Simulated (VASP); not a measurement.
# Yb (Im-3m) in VASP: further runs, part 2 of 2

VASP 6.6.1. The steps go on from the part before.

## Step 3: Single point, LDA

This run uses another cell than the first one, of 29.27 Å³/atom.

INCAR

```
PREC = Accurate ; ENCUT = 520
EDIFF = 1E-6 ; ISMEAR = -1
SIGMA = 0.1 ; LREAL = False
LASPH = True ; NELM = 80
ALGO = Normal ; ISIF = 2
LWAVE = False ; LCHARG = True
GGA = CA ; LELF = True
LVHAR = True ; NBANDS = 18
```

KPOINTS

```
Automatic mesh
0
Gamma
  19 19 19
```

POSCAR

```
Yb
1.0
   -1.9413498322      1.9413498322      1.9413498322
    1.9413498322     -1.9413498322      1.9413498322
    1.9413498322      1.9413498322     -1.9413498322
Yb
1
Direct
    0.0000000000      0.0000000000      0.0000000000
```

Potentials or basis: VASP PAW PBE potentials, release 64 (Yb).

Started as:

```bash
$ cat potpaw_PBE.64/Yb/POTCAR > POTCAR
$ mpirun -np 1 vasp_std > vasp.out
```

OUTCAR:

```text
PREC = Accurate
   ENCUT = 520
   EDIFF = 1E-6
   ISMEAR = -1
   LREAL = False
   LASPH = True
   NELM = 80
   ISIF = 2
   GGA = CA

 ion  position               nearest neighbor table
   1  0.000  0.000  0.000-

  LATTYP: Found a body centered cubic cell.
 ALAT       =     3.8826996644

  Lattice vectors:

 A1 = (  -1.9413498322,   1.9413498322,   1.9413498322)
 A2 = (   1.9413498322,  -1.9413498322,   1.9413498322)
 A3 = (   1.9413498322,   1.9413498322,  -1.9413498322)

Analysis of symmetry for initial positions (statically):
=====================================================================
 Subroutine PRICEL returns:
 Original cell was already a primitive cell.

 Routine SETGRP: Setting up the symmetry group for a
 body centered cubic supercell.

 Subroutine GETGRP returns: Found 48 space group operations
 (whereof 48 operations were pure point group operations)
 out of a pool of 48 trial point group operations.

The static configuration has the point symmetry O_h .

Analysis of symmetry for dynamics (positions and initial velocities):
=====================================================================
 Subroutine PRICEL returns:
 Original cell was already a primitive cell.

 Routine SETGRP: Setting up the symmetry group for a
 body centered cubic supercell.

 Subroutine GETGRP returns: Found 48 space group operations
 (whereof 48 operations were pure point group operations)
 out of a pool of 48 trial point group operations.

The dynamic configuration has the point symmetry O_h .

 Subroutine INISYM returns: Found 48 space group operations
 (whereof 48 operations are pure point group operations),
[... 103 lines left out ...]
   TEBEG  =    0.0;   TEEND  =   0.0 temperature during run
   PSTRESS=    0.0 pullay stress
   NELECT =      24.0000    total number of electrons
   NUPDOWN=      -1.0000    fix difference up-down
   EMIN   =  10.00;   EMAX   =-10.00  energy-range for DOS
   EFERMI =   0.00;   METHOD = LEGACY
   ISMEAR =    -1;   SIGMA  =   0.10  broadening in eV -4-tet -1-fermi 0-gaus
   EFERMI_NEDOS =   21; number of points for ismear=-14 and -15
   IALGO  =     38    algorithm
   IMIX   =      4    mixing-type and parameters
     AMIX     =   0.40;   BMIX     =  1.00
     AMIX_MAG =   1.60;   BMIX_MAG =  1.00
  volume/ion in A,a.u.               =      29.27       197.50
  Fermi-wavevector in a.u.,A,eV,Ry     =   1.532339  2.895700 31.947323  2.348062
  Thomas-Fermi vector in A             =   2.639558
   LORBIT       =      0    0 simple, 1 ext, 2 COOP (PROOUT), +10 PAW based schemes
   GGA     = CA    functional components
   LHFCALC =     F    Hartree Fock is set to
   AEXX    =    0.0000 exact exchange contribution
   IVDW    =     0    specifies the selected vdW correction
   LEPSILON=     F    determine dielectric tensor
   LRPA    =     F    only Hartree local field effects (RPA)
 non-spin polarized calculation
  energy-cutoff  :      520.00
  volume of cell :       29.27
 maximum number of plane-waves:       802
 NGX is ok and might be reduce to    28
   NGX = 13   NGY = 13   NGZ = 13

 number of electron      24.0000011 magnetization

 Free energy of the ion-electron system (eV)
  ---------------------------------------------------
  ext. energy  EPLUGINS =         0.00000000
  ---------------------------------------------------
  free energy    TOTEN  =        -4.23401318 eV

  energy without entropy =       -4.16595629  energy(sigma->0) =       -4.19998474

 E-fermi :   1.9414     XC(G=0): -10.7399

 val. band max:        1.9395512909   @ k =   0.3158   0.3158   0.0526
 cond. band min:       1.9565760899   @ k =   0.2105   0.2105   0.2105
 fundamental gap:      0.0170247990
 Fermi energy:         1.9414481858

 k-point     1 :       0.0000    0.0000    0.0000
  band No.  band energies     occupation
      1     -49.4217      2.00000
      2     -21.6024      2.00000
      3     -21.6024      2.00000
      4     -21.6024      2.00000
      5      -3.5914      2.00000
      6       1.2852      1.99718
[... 481 lines left out ...]
      5      -0.3582      2.00000
      6       1.2956      1.99687
[... 10 lines left out ...]
     17       8.9987      0.00000
     18      12.2269      0.00000

 [... further k-points ...]

------------------------ aborting loop because EDIFF is reached ----------------------------------------

  FORCE on cell =-STRESS in cart. coord.  units (eV):
  Direction    XX          YY          ZZ          XY          YZ          ZX
  --------------------------------------------------------------------------------------
  -------------------------------------------------------------------------------------
  Total       -0.1016093     -0.1016093     -0.1016093      0.0000000      0.0000000      0.0000000
  in kB       -5.5625315     -5.5625315     -5.5625315      0.0000000      0.0000000      0.0000000
  external PRESSURE =      -5.5625315 kB  Pullay stress =       0.0000000 kB

 VOLUME and BASIS-vectors are now :
 -----------------------------------------------------------------------------
  energy-cutoff  :      520.00
  volume of cell :       29.27
      direct lattice vectors                 reciprocal lattice vectors
    -1.941349832  1.941349832  1.941349832     0.000000000  0.257552756  0.257552756
     1.941349832 -1.941349832  1.941349832     0.257552756  0.000000000  0.257552756
     1.941349832  1.941349832 -1.941349832     0.257552756  0.257552756  0.000000000

 POSITION                                       TOTAL-FORCE (eV/Angst)
 -----------------------------------------------------------------------------------
      0.00000      0.00000      0.00000        -0.000000      0.000000      0.000000
 -----------------------------------------------------------------------------------
    total drift:                               -0.000000     -0.000000     -0.000000

  FREE ENERGIE OF THE ION-ELECTRON SYSTEM (eV)
  ---------------------------------------------------
  free  energy   TOTEN  =        -4.2340131821 eV

  energy  without entropy=       -4.1659562934  energy(sigma->0) =       -4.19998474
```

Wall time 1.8 min (1 thread of Intel Xeon 6975P-C (Granite Rapids), shared host); peak memory 0.25 GiB.

Results:

```yaml
Free_energy: -4.2340 eV
Pressure: -0.6 GPa
Band_gap_on_the_k_mesh: zero (bands 12 and 13 overlap by 0.86 eV)
```

Caveat: the PAW data sets were made with another functional, which shifts forces and pressure a little; spin-orbit coupling is left out, which moves the levels of the heavy elements.

## Step 4: Single point, LDA, non-collinear spin, zero start, spin-orbit coupling

This run uses another cell than the first one, of 29.27 Å³/atom.

INCAR

```
ALGO = Normal
EDIFF = 1E-6
ENCUT = 520
GGA = CA
GGA_COMPAT = False
ISIF = 2
ISMEAR = -1
LASPH = True
LCHARG = False
LMAXMIX = 6
LORBIT = 11
LORBMOM = True
LREAL = False
LSORBIT = True
LWAVE = False
MAGMOM = 0 0 0
NBANDS = 35
NELM = 150
PREC = Accurate
SIGMA = 0.1
```

KPOINTS

```
k-points
0
Gamma
  11 11 11
```

POSCAR is that of step 3.

Potentials or basis: VASP PAW PBE potentials, release 64 (Yb).

Started as:

```bash
$ cat potpaw_PBE.64/Yb/POTCAR > POTCAR
$ mpirun -np 1 vasp_ncl > vasp.out
```

OUTCAR:

```text
EDIFF = 1E-6
   ENCUT = 520
   GGA = CA
   ISIF = 2
   ISMEAR = -1
   LASPH = True
   LORBIT = 11
   LREAL = False
   LSORBIT = True
   NELM = 150
   PREC = Accurate

 ion  position               nearest neighbor table
   1  0.000  0.000  0.000-

  LATTYP: Found a body centered cubic cell.
 ALAT       =     3.8826996644

  Lattice vectors:

 A1 = (  -1.9413498322,   1.9413498322,   1.9413498322)
 A2 = (   1.9413498322,  -1.9413498322,   1.9413498322)
 A3 = (   1.9413498322,   1.9413498322,  -1.9413498322)

Analysis of symmetry for initial positions (statically):
=====================================================================
 Subroutine PRICEL returns:
 Original cell was already a primitive cell.

 Routine SETGRP: Setting up the symmetry group for a
 body centered cubic supercell.

 Subroutine GETGRP returns: Found 48 space group operations
 (whereof 48 operations were pure point group operations)
 out of a pool of 48 trial point group operations.

The static configuration has the point symmetry O_h .

Analysis of symmetry for dynamics (positions and initial velocities):
=====================================================================
[... 1127 lines left out ...]
 # of ion     p       d       f       tot
 ------------------------------------------------
  1         0.000   0.000  -0.000  -0.000
 ------------------------------------------------
            0.000   0.000  -0.000  -0.000

 orbital moment (y)

 # of ion     p       d       f       tot
 ------------------------------------------------
  1         0.000  -0.000   0.000   0.000
 ------------------------------------------------
            0.000  -0.000   0.000   0.000

 orbital moment (z)

 # of ion     p       d       f       tot
 ------------------------------------------------
  1         0.000   0.000   0.000   0.000
 ------------------------------------------------
            0.000   0.000   0.000   0.000

 Spin-Orbit-Coupling matrix elements

 Ion:    1  E_soc:     -1.8440700
 l=   1
     0.0000000    -0.2603992    -0.2603992
    -0.2603992     0.0000000    -0.2603992
    -0.2603992    -0.2603992     0.0000000
 l=   2
     0.0000000    -0.0000044     0.0000000    -0.0000044    -0.0013081
    -0.0000044     0.0000000    -0.0009811    -0.0000044    -0.0003270
     0.0000000    -0.0009811     0.0000000    -0.0009811     0.0000000
    -0.0000044    -0.0000044    -0.0009811     0.0000000    -0.0003270
    -0.0013081    -0.0003270     0.0000000    -0.0003270     0.0000000
 l=   3
     0.0000000    -0.0047233     0.0000000     0.0000000     0.0000000    -0.0049158    -0.0293347
    -0.0047233     0.0000000    -0.0078722     0.0000000    -0.0078722    -0.0125955    -0.0047233
     0.0000000    -0.0078722     0.0000000    -0.0189442    -0.0037032    -0.0091778     0.0000000
     0.0000000     0.0000000    -0.0189442     0.0000000    -0.0189442     0.0000000     0.0000000
     0.0000000    -0.0078722    -0.0037032    -0.0189442     0.0000000    -0.0091778     0.0000000
    -0.0049158    -0.0125955    -0.0091778     0.0000000    -0.0091778     0.0000000    -0.0049158
    -0.0293347    -0.0047233     0.0000000     0.0000000     0.0000000    -0.0049158     0.0000000

 total charge

# of ion       s       p       d       f       tot
--------------------------------------------------
    1        2.251   6.086   0.406  13.506  22.249

 magnetization (x)

# of ion       s       p       d       f       tot
--------------------------------------------------
    1        0.000  -0.000   0.000   0.000   0.000

 magnetization (y)

# of ion       s       p       d       f       tot
--------------------------------------------------
    1       -0.000   0.000   0.000   0.000  -0.000

 magnetization (z)

# of ion       s       p       d       f       tot
--------------------------------------------------
    1       -0.000  -0.000   0.000   0.000   0.000
```

stdout:

```text
POSCAR found type information on POSCAR Yb
 POSCAR found :  1 types and       1 ions
 scaLAPACK will be used
 -----------------------------------------------------------------------------
|                                                                             |
|                                                                             |
|     You enforced a specific xc type in the INCAR file but a different       |
|     I HOPE YOU KNOW WHAT YOU ARE DOING!                                     |
|                                                                             |
 -----------------------------------------------------------------------------

 LDA part: xc-table for (Slater(with rela. corr.)+CA(PZ))
 , standard interpolation
 POSCAR, INCAR and KPOINTS ok, starting setup
 FFT: planning ... GRIDC
 FFT: planning ... GRID_SOFT
 FFT: planning ... GRID
 WAVECAR not read
 entering main loop
```

It took 4 min on 1 thread of Intel Xeon 6975P-C (Granite Rapids), shared host; peak memory 0.29 GiB.

What came out:

| Property | Result |
| --- | --- |
| Free energy | -5.1888 eV |
| Pressure | -0.9 GPa |
| Net moment | 0.00 μB per cell |
| Valence electrons inside the program's atomic spheres | Yb 22.25 |

Moments on the atoms (μB; x, y, z):
```
Yb  0.00 0.00 0.00
```

Caveat: the PAW data sets were made with another functional, which shifts forces and pressure a little. The state reached can hang on the start; a lower one may exist.

## Step 5: Overview

```csv
task,spin,cell,k mesh,cutoff (eV),gap on the mesh (eV),pressure (GPa)
relaxation of cell and atoms,off,"relaxed from a = 3.771 Å, angles 109.5°, 1 atom",10 × 10 × 10,600,none,0.0
single point,off,"a = 3.363 Å, angles 109.5°, 1 atom",19 × 19 × 19,520,none,-0.6
single point,"non-collinear, zero start, SOC","a = 3.363 Å, angles 109.5°, 1 atom",11 × 11 × 11,520,-,-0.9
```

Alike in all rows: level LDA; potentials or basis VASP PAW PBE potentials, release 64 (Yb); smearing fermi-dirac 0.1 eV.

Caveats: the PAW data sets were made with another functional, which shifts forces and pressure a little; spin-orbit coupling is left out, which moves the levels of the heavy elements (at least some runs); the volume moved by over 15 % at a fixed basis, so the end points are rough (at least some runs).

Total energies depend on the potentials used, so only differences within one code and one set of settings carry meaning.

The gap in the log of VASP goes by the Fermi energy; the results here count the filled bands.